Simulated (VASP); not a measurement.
# W (Im-3m) in VASP: notebook

Runs on W. Level: PBE. Tasks: single point.

Program: VASP 6.6.1. These are calculated values, not measurements. Logs are shortened: lines on timing, memory, paths and dates and some standing lists are left out, and cuts for length are marked.

### Step 1. The cell of the first run

The structure is cubic, space group Im-3m (No. 229). The conventional cell has a = 3.220 Å, b = 3.220 Å, c = 3.220 Å, α = 90.00°, β = 90.00°, γ = 90.00°. W (site symmetry m-3m) has 14 W at 2.79 to 3.22 Å within 3.7 Å.

### Step 2. Single point, PBE

The input, INCAR:

```
SYSTEM = W
PREC = Accurate
ENCUT = 520
EDIFF = 1E-6
ISMEAR = -1
SIGMA = 0.15
LREAL = .FALSE.
LASPH = .TRUE.
NELM = 80
ALGO = Normal
ISIF = 2
LWAVE = .FALSE.
LCHARG = .FALSE.
GGA = PE
NBANDS = 13
```

The input, KPOINTS:

```
regular mesh
0
G
  13 13 13
  0 0 0
```

The input, POSCAR:

```
W
1.0
   -1.6099897893      1.6099897893      1.6099897893
    1.6099897893     -1.6099897893      1.6099897893
    1.6099897893      1.6099897893     -1.6099897893
W
1
Direct
    0.0000000000      0.0000000000      0.0000000000
```

Potentials or basis: VASP PAW PBE potentials, release 64 (W_sv).

Run with:

```sh
$ cat potpaw_PBE.64/W_sv/POTCAR > POTCAR
$ mpirun -np 1 vasp_std > vasp.out
```

OUTCAR:

```text
SYSTEM = W
   PREC = Accurate
   ENCUT = 520
   EDIFF = 1E-6
   ISMEAR = -1
   LREAL = .FALSE.
   LASPH = .TRUE.
   NELM = 80
   ISIF = 2
   GGA = PE

 ion  position               nearest neighbor table
   1  0.000  0.000  0.000-

  LATTYP: Found a body centered cubic cell.
 ALAT       =     3.2199795786

  Lattice vectors:

 A1 = (  -1.6099897893,   1.6099897893,   1.6099897893)
 A2 = (   1.6099897893,  -1.6099897893,   1.6099897893)
 A3 = (   1.6099897893,   1.6099897893,  -1.6099897893)

Analysis of symmetry for initial positions (statically):
=====================================================================
 Subroutine PRICEL returns:
 Original cell was already a primitive cell.

 Routine SETGRP: Setting up the symmetry group for a
 body centered cubic supercell.

 Subroutine GETGRP returns: Found 48 space group operations
 (whereof 48 operations were pure point group operations)
 out of a pool of 48 trial point group operations.

The static configuration has the point symmetry O_h .

Analysis of symmetry for dynamics (positions and initial velocities):
=====================================================================
 Subroutine PRICEL returns:
 Original cell was already a primitive cell.

 Routine SETGRP: Setting up the symmetry group for a
 body centered cubic supercell.

 Subroutine GETGRP returns: Found 48 space group operations
 (whereof 48 operations were pure point group operations)
 out of a pool of 48 trial point group operations.

The dynamic configuration has the point symmetry O_h .

 Subroutine INISYM returns: Found 48 space group operations
 (whereof 48 operations are pure point group operations),
 and found     1 'primitive' translations

----------------------------------------------------------------------------------------

                                     Primitive cell

  volume of cell :      16.6928

  direct lattice vectors                    reciprocal lattice vectors
    -1.609989789  1.609989789  1.609989789     0.000000000  0.310560976  0.310560976
     1.609989789 -1.609989789  1.609989789     0.310560976  0.000000000  0.310560976
     1.609989789  1.609989789 -1.609989789     0.310560976  0.310560976  0.000000000

  length of vectors
     2.788584115  2.788584115  2.788584115     0.439199544  0.439199544  0.439199544

  position of ions in fractional coordinates (direct lattice)
     0.000000000  0.000000000  0.000000000

  ion indices of the primitive-cell ions
   primitive index   ion index
                 1           1

----------------------------------------------------------------------------------------

 KPOINTS: regular mesh

Automatic generation of k-mesh.
 Grid dimensions read from file:
 generate k-points for:   13   13   13

 Generating k-lattice:

  Cartesian coordinates                     Fractional coordinates (reciprocal lattice)
     0.000000000  0.023889306  0.023889306     0.076923077  0.000000000  0.000000000
     0.023889306  0.000000000  0.023889306     0.000000000  0.076923077  0.000000000
     0.023889306  0.023889306  0.000000000     0.000000000  0.000000000  0.076923077

  Length of vectors
     0.033784580  0.033784580  0.033784580

  Shift w.r.t. Gamma in fractional coordinates (k-lattice)
     0.000000000  0.000000000  0.000000000

 Subroutine IBZKPT returns following result:
 ===========================================

 Found     84 irreducible k-points:

 Following reciprocal coordinates:
            Coordinates               Weight
  0.000000  0.000000  0.000000      1.000000
  0.076923  0.000000  0.000000     12.000000
  0.153846  0.000000  0.000000     12.000000
  0.230769  0.000000  0.000000     12.000000
  0.307692  0.000000  0.000000     12.000000
  0.384615  0.000000  0.000000     12.000000
[... 16 lines left out ...]
  0.153846  0.076923  0.076923     24.000000
  0.230769  0.076923  0.076923     24.000000
 [... further k-points ...]
   k-points           NKPTS =     84   k-points in BZ     NKDIM =     84   number of bands    NBANDS=     13
   number of dos      NEDOS =    301   number of ions     NIONS =      1
   total plane-waves  NPLWV =  13824
   dimension x,y,z NGX =    24 NGY =   24 NGZ =   24
   dimension x,y,z NGXF=    48 NGYF=   48 NGZF=   48
   ions per type =               1
   NGX,Y,Z   is equivalent  to a cutoff of  14.31, 14.31, 14.31 a.u.
   NGXF,Y,Z  is equivalent  to a cutoff of  28.62, 28.62, 28.62 a.u.
 SYSTEM =  W
   PREC   = accura    normal or accurate (medium, high low for compatibility)
   ISTART =      0    job   : 0-new  1-cont  2-samecut
   ICHARG =      2    charge: 1-file 2-atom 10-const
   ISPIN  =      1    spin polarized calculation?
   LNONCOLLINEAR =      F non collinear calculations
   LSORBIT =      F    spin-orbit coupling
   LASPH  =      T    aspherical Exc in radial PAW
   ENCUT  =  520.0 eV  38.22 Ry    6.18 a.u.   5.18  5.18  5.18*2*pi/ulx,y,z
   NELM   =     80;   NELMIN=  2; NELMDL= -5     # of ELM steps
   EDIFF  = 0.1E-05   stopping-criterion for ELM
   LREAL  =      F    real-space projection
   EDIFFG = 0.1E-04   stopping-criterion for IOM
   NSW    =      0    number of steps for IOM
   IBRION =     -1    ionic relax: 0-MD 1-quasi-New 2-CG
   NFREE  =      0    steps in history (QN), initial steepest desc. (CG)
   ISIF   =      2    stress and relaxation
   ISYM   =      2    0-nonsym 1-usesym 2-fastsym
   POTIM  = 0.5000    time-step for ionic-motion
   TEBEG  =    0.0;   TEEND  =   0.0 temperature during run
   PSTRESS=    0.0 pullay stress
   NELECT =      14.0000    total number of electrons
   NUPDOWN=      -1.0000    fix difference up-down
   EMIN   =  10.00;   EMAX   =-10.00  energy-range for DOS
   EFERMI =   0.00;   METHOD = LEGACY
   ISMEAR =    -1;   SIGMA  =   0.15  broadening in eV -4-tet -1-fermi 0-gaus
   EFERMI_NEDOS =   21; number of points for ismear=-14 and -15
   IALGO  =     38    algorithm
   IMIX   =      4    mixing-type and parameters
     AMIX     =   0.40;   BMIX     =  1.00
     AMIX_MAG =   1.60;   BMIX_MAG =  1.00
  volume/ion in A,a.u.               =      16.69       112.65
  Fermi-wavevector in a.u.,A,eV,Ry     =   1.543859  2.917471 32.429508  2.383502
  Thomas-Fermi vector in A             =   2.649462
   LORBIT       =      0    0 simple, 1 ext, 2 COOP (PROOUT), +10 PAW based schemes
   GGA     = PE    functional components
   LHFCALC =     F    Hartree Fock is set to
   AEXX    =    0.0000 exact exchange contribution
   IVDW    =     0    specifies the selected vdW correction
   LEPSILON=     F    determine dielectric tensor
   LRPA    =     F    only Hartree local field effects (RPA)
 non-spin polarized calculation
  energy-cutoff  :      520.00
  volume of cell :       16.69
 maximum number of plane-waves:       466
 NGX is ok and might be reduce to    24
   NGX = 11   NGY = 11   NGZ = 11

 number of electron      13.9999999 magnetization

 Free energy of the ion-electron system (eV)
  ---------------------------------------------------
  ext. energy  EPLUGINS =         0.00000000
  ---------------------------------------------------
  free energy    TOTEN  =       -12.96368981 eV

  energy without entropy =      -12.93444598  energy(sigma->0) =      -12.94906790

 E-fermi :  10.6972     XC(G=0): -13.3498

 val. band max:       10.6011122540   @ k =  -0.3077   0.3077   0.2308
 cond. band min:      10.7541089680   @ k =   0.4615   0.0769   0.0000
 fundamental gap:      0.1529967140
 Fermi energy:        10.6971581483

 k-point     1 :       0.0000    0.0000    0.0000
  band No.  band energies     occupation
      1     -63.5429      2.00000
      2     -27.1749      2.00000
      3     -27.1749      2.00000
      4     -27.1749      2.00000
      5       1.3613      2.00000
      6       9.5642      1.99895
      7       9.5642      1.99895
      8       9.5642      1.99895
      9      12.8492      0.00000
     10      12.8492      0.00000
     11      25.1059      0.00000
     12      25.1059      0.00000
     13      25.1059      0.00000

 k-point     2 :       0.0769    0.0000    0.0000
  band No.  band energies     occupation
      1     -63.5368      2.00000
      2     -27.2413      2.00000
      3     -27.1959      2.00000
      4     -27.1751      2.00000
      5       1.6291      2.00000
      6       9.4050      1.99964
      7       9.5247      1.99919
      8       9.8218      1.99417
      9      12.6099      0.00001
     10      12.8527      0.00000
     11      25.3233      0.00000
     12      25.5631      0.00000
     13      25.7211      0.00000

 k-point     3 :       0.1538    0.0000    0.0000
  band No.  band energies     occupation
      1     -63.5200      2.00000
      2     -27.4224      2.00000
      3     -27.2538      2.00000
      4     -27.1758      2.00000
      5       2.3781      2.00000
      6       8.9938      1.99998
      7       9.3316      1.99978
      8      10.5786      1.37596
      9      12.2394      0.00007
     10      12.8844      0.00000
     11      25.7194      0.00000
     12      26.8617      0.00000
     13      26.9809      0.00000
[... 305 lines left out ...]
 k-point    23 :       0.1538    0.0769    0.0769
  band No.  band energies     occupation
      1     -63.4889      2.00000
      2     -27.7536      2.00000
      3     -27.3073      2.00000
      4     -27.2276      2.00000
      5       3.8686      2.00000
      6       8.2896      2.00000
      7       8.4459      2.00000
      8      12.4601      0.00002
      9      12.7770      0.00000
     10      12.9212      0.00000
     11      26.0931      0.00000
     12      26.8368      0.00000
     13      27.5981      0.00000

 k-point    24 :       0.2308    0.0769    0.0769
  band No.  band energies     occupation
      1     -63.4661      2.00000
      2     -27.9507      2.00000
      3     -27.4146      2.00000
      4     -27.2333      2.00000
      5       4.8476      2.00000
      6       7.8420      2.00000
      7       8.4228      2.00000
      8      12.6188      0.00001
      9      13.2194      0.00000
     10      14.4247      0.00000
     11      24.6551      0.00000
     12      24.7227      0.00000
     13      28.3669      0.00000

 [... further k-points ...]
[... 5 lines left out ...]
  --------------------------------------------------------------------------------------
  -------------------------------------------------------------------------------------
  Total       -0.9728301     -0.9728301     -0.9728301      0.0000000      0.0000000     -0.0000000
  in kB      -93.3723385    -93.3723385    -93.3723385      0.0000000      0.0000000     -0.0000000
  external PRESSURE =     -93.3723385 kB  Pullay stress =       0.0000000 kB

 VOLUME and BASIS-vectors are now :
 -----------------------------------------------------------------------------
  energy-cutoff  :      520.00
  volume of cell :       16.69
      direct lattice vectors                 reciprocal lattice vectors
    -1.609989789  1.609989789  1.609989789     0.000000000  0.310560976  0.310560976
     1.609989789 -1.609989789  1.609989789     0.310560976  0.000000000  0.310560976
     1.609989789  1.609989789 -1.609989789     0.310560976  0.310560976  0.000000000

 POSITION                                       TOTAL-FORCE (eV/Angst)
 -----------------------------------------------------------------------------------
      0.00000      0.00000      0.00000         0.000000      0.000000      0.000000
 -----------------------------------------------------------------------------------
    total drift:                               -0.000000      0.000000      0.000000

  FREE ENERGIE OF THE ION-ELECTRON SYSTEM (eV)
  ---------------------------------------------------
  free  energy   TOTEN  =       -12.9636898095 eV

  energy  without entropy=      -12.9344459834  energy(sigma->0) =      -12.94906790
```

It took 11 s on 1 thread of AMD EPYC 9R14 (Zen 4), shared host; peak memory 0.12 GiB.

What came out:

```yaml
Free_energy: -12.9637 eV
Pressure: -9.3 GPa
Band_gap_on_the_k_mesh: zero (band 7 reaches 14.91 eV, above the bottom of band 8 at 9.56 eV)
```

Caveat: spin-orbit coupling is left out, which moves the levels of the heavy elements.

### Step 3. Single point, PBE

This run uses another cell than the first one, of 17.12 Å³/atom, 1.025 times its volume.

The input, INCAR:

```
PREC = Accurate
ENCUT = 520
EDIFF = 1E-6
ISMEAR = -1
SIGMA = 0.15
LREAL = False
LASPH = True
NELM = 60
ALGO = Normal
ISIF = 2
LWAVE = False
LCHARG = False
GGA = PE
NBANDS = 13
```

The input, KPOINTS:

```
regular mesh
0
Gamma
  13 13 13
```

The input, POSCAR:

```
W
1.0
   -1.6234631336      1.6234631336      1.6234631336
    1.6234631336     -1.6234631336      1.6234631336
    1.6234631336      1.6234631336     -1.6234631336
W
1
Direct
    0.0000000000      0.0000000000      0.0000000000
```

Potentials or basis: VASP PAW PBE potentials, release 64 (W_sv).

Run with:

```sh
$ cat potpaw_PBE.64/W_sv/POTCAR > POTCAR
$ mpirun -np 1 vasp_std > vasp.out
```

OUTCAR:

```text
PREC = Accurate
   ENCUT = 520
   EDIFF = 1E-6
   ISMEAR = -1
   LREAL = False
   LASPH = True
   NELM = 60
   ISIF = 2
   GGA = PE

 ion  position               nearest neighbor table
   1  0.000  0.000  0.000-

  LATTYP: Found a body centered cubic cell.
 ALAT       =     3.2469262672

  Lattice vectors:

 A1 = (  -1.6234631336,   1.6234631336,   1.6234631336)
 A2 = (   1.6234631336,  -1.6234631336,   1.6234631336)
 A3 = (   1.6234631336,   1.6234631336,  -1.6234631336)

Analysis of symmetry for initial positions (statically):
=====================================================================
 Subroutine PRICEL returns:
 Original cell was already a primitive cell.

 Routine SETGRP: Setting up the symmetry group for a
 body centered cubic supercell.

 Subroutine GETGRP returns: Found 48 space group operations
 (whereof 48 operations were pure point group operations)
 out of a pool of 48 trial point group operations.

The static configuration has the point symmetry O_h .

Analysis of symmetry for dynamics (positions and initial velocities):
[... 157 lines left out ...]
 E-fermi :  10.3469     XC(G=0): -13.2111

 val. band max:       10.2599930636   @ k =  -0.3077   0.3077   0.2308
 cond. band min:      10.3628121570   @ k =   0.4615   0.0769   0.0000
 fundamental gap:      0.1028190934
 Fermi energy:        10.3469103825

 k-point     1 :       0.0000    0.0000    0.0000
  band No.  band energies     occupation
      1     -63.9245      2.00000
      2     -27.5856      2.00000
      3     -27.5856      2.00000
      4     -27.5856      2.00000
      5       1.1581      2.00000
      6       9.2565      1.99861
      7       9.2565      1.99861
      8       9.2565      1.99861
      9      12.4451      0.00000
     10      12.4451      0.00000
     11      24.7008      0.00000
     12      24.7008      0.00000
     13      24.7008      0.00000
[... 354 lines left out ...]
  band No.  band energies     occupation
      1     -63.8559      2.00000
      2     -28.2979      2.00000
      3     -27.8061      2.00000
      4     -27.6387      2.00000
      5       4.5875      2.00000
      6       7.5920      2.00000
      7       8.1351      2.00000
      8      12.2163      0.00001
      9      12.7972      0.00000
     10      13.9496      0.00000
     11      23.9544      0.00000
     12      24.2164      0.00000
     13      27.6244      0.00000

 [... further k-points ...]
[... 5 lines left out ...]
  --------------------------------------------------------------------------------------
  -------------------------------------------------------------------------------------
  Total       -1.6654107     -1.6654107     -1.6654107      0.0000000      0.0000000      0.0000000
  in kB     -155.8994712   -155.8994712   -155.8994712      0.0000000      0.0000000      0.0000000
  external PRESSURE =    -155.8994712 kB  Pullay stress =       0.0000000 kB

 VOLUME and BASIS-vectors are now :
 -----------------------------------------------------------------------------
  energy-cutoff  :      520.00
  volume of cell :       17.12
      direct lattice vectors                 reciprocal lattice vectors
    -1.623463134  1.623463134  1.623463134     0.000000000  0.307983587  0.307983587
     1.623463134 -1.623463134  1.623463134     0.307983587  0.000000000  0.307983587
     1.623463134  1.623463134 -1.623463134     0.307983587  0.307983587  0.000000000

 POSITION                                       TOTAL-FORCE (eV/Angst)
 -----------------------------------------------------------------------------------
      0.00000      0.00000      0.00000         0.000000      0.000000     -0.000000
 -----------------------------------------------------------------------------------
    total drift:                               -0.000000      0.000000      0.000000

  FREE ENERGIE OF THE ION-ELECTRON SYSTEM (eV)
  ---------------------------------------------------
  free  energy   TOTEN  =       -12.9308761592 eV

  energy  without entropy=      -12.9007710501  energy(sigma->0) =      -12.91582360
```

OSZICAR:

```text
N       E                     dE             d eps       ncg     rms          rms(c)
DAV:   1     0.862835864836E+02    0.86284E+02   -0.74468E+03  2184   0.121E+03
DAV:   2    -0.118184308308E+02   -0.98102E+02   -0.94221E+02  2484   0.317E+02
DAV:   3    -0.136050871722E+02   -0.17867E+01   -0.17790E+01  2389   0.411E+01
DAV:   4    -0.136130750599E+02   -0.79879E-02   -0.79877E-02  2409   0.303E+00
DAV:   5    -0.136131452554E+02   -0.70195E-04   -0.70195E-04  2419   0.271E-01    0.181E+01
DAV:   6    -0.130659085587E+02    0.54724E+00   -0.49112E-01  2264   0.913E+00    0.672E+00
DAV:   7    -0.129349074700E+02    0.13100E+00   -0.23119E-01  2399   0.593E+00    0.806E-01
DAV:   8    -0.129309165391E+02    0.39909E-02   -0.42889E-03  2224   0.835E-01    0.912E-02
DAV:   9    -0.129308808313E+02    0.35708E-04   -0.13673E-04  2469   0.142E-01    0.442E-02
DAV:  10    -0.129308754488E+02    0.53824E-05   -0.13862E-05  2299   0.496E-02    0.771E-03
DAV:  11    -0.129308761592E+02   -0.71040E-06   -0.29610E-07  1487   0.633E-03
   1 F= -.12930876E+02 E0= -.12915824E+02  d E =-.301051E-01
```

stdout:

```text
POSCAR found type information on POSCAR W
 POSCAR found :  1 types and       1 ions
 scaLAPACK will be used
 LDA part: xc-table for (Slater+PW92), standard interpolation
 POSCAR, INCAR and KPOINTS ok, starting setup
 FFT: planning ... GRIDC
 FFT: planning ... GRID_SOFT
 FFT: planning ... GRID
 WAVECAR not read
 entering main loop
```

Wall time 11 s (1 thread of AMD EPYC 9R14 (Zen 4), shared host); peak memory 0.12 GiB.

Results:

| Property | Result |
| --- | --- |
| Free energy | -12.9309 eV |
| Pressure | -15.6 GPa |
| Band gap on the k mesh | zero (band 7 reaches 14.43 eV, above the bottom of band 8 at 9.26 eV) |

Levels at points of the mesh, in eV from the Fermi level:
```
           k point  band 5  band 6  band 7  band 8  band 9  band 10
(0.00, 0.00, 0.00)   -9.19   -1.09   -1.09   -1.09    2.10     2.10
```

Caveat: spin-orbit coupling is left out, which moves the levels of the heavy elements.
